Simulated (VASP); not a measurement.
Set up this calculation in VASP 6.6.1, as the native input.

| Property | Result |
| --- | --- |
| Task | single point |
| Functional | PBE |
| Potentials or basis | VASP PAW PBE potentials, release 64 (Ti_sv, H) |
| Cutoff | 520 eV |
| k mesh | 9 × 9 × 1 |
| Occupations | gaussian, width 0.1 eV |
| Spin | collinear spin |
| Starting moments | [0.0, 0.0, 0.0, 1.0] μB |
| Dipole correction | yes |
| Further INCAR settings | ALGO = Normal; EDIFF = 1e-07; NBANDS = 30 |

The structure of Ti3H lies in POSCAR:

```
Ti3H
1.0
    2.9075446931      0.0000000000      0.0000000000
    0.0000000000      2.9075446931      0.0000000000
    0.0000000000      0.0000000000     20.8059825779
Ti H
3 1
Direct
    0.5000000000      0.5000000000      0.1922523959
    0.0000000000      0.0000000000      0.2837148153
    0.5000000000      0.5000000000      0.3751797133
    1.0000000000      1.0000000000      0.3607607836
```

One way to write it, as run:

INCAR

```
SYSTEM = Ti3H
ALGO = Normal
DIPOL = 0.5 0.5 0.303
EDIFF = 1E-7
ENCUT = 520
GGA = PE
IDIPOL = 3
ISIF = 2
ISMEAR = 0
ISPIN = 2
LASPH = .True.
LCHARG = .False.
LDIPOL = .True.
LMAXMIX = 4
LORBIT = 11
LREAL = .False.
LWAVE = .False.
MAGMOM = 0 0 0 1
NBANDS = 30
NELM = 150
PREC = Accurate
SIGMA = 0.1
```

KPOINTS

```
k-points
0
Gamma
  9 9 1
  0 0 0
```

Potentials or basis: VASP PAW PBE potentials, release 64 (Ti_sv, H).

Launch:

```bash
$ cat potpaw_PBE.64/Ti_sv/POTCAR potpaw_PBE.64/H/POTCAR > POTCAR
$ mpirun -np 1 vasp_std > vasp.out
```

It gave:

```json
{
 "Largest force": "3.282 eV/Å",
 "Net moment": "0.00 μB per cell",
 "Valence electrons inside the program's atomic spheres": "Ti 10.23, 10.42, 10.28; H 0.61"
}
```

It took 4.8 min on 1 thread of AMD EPYC 9R45 96-Core Processor (Zen 5) (shared host), peak memory 0.37 GiB.
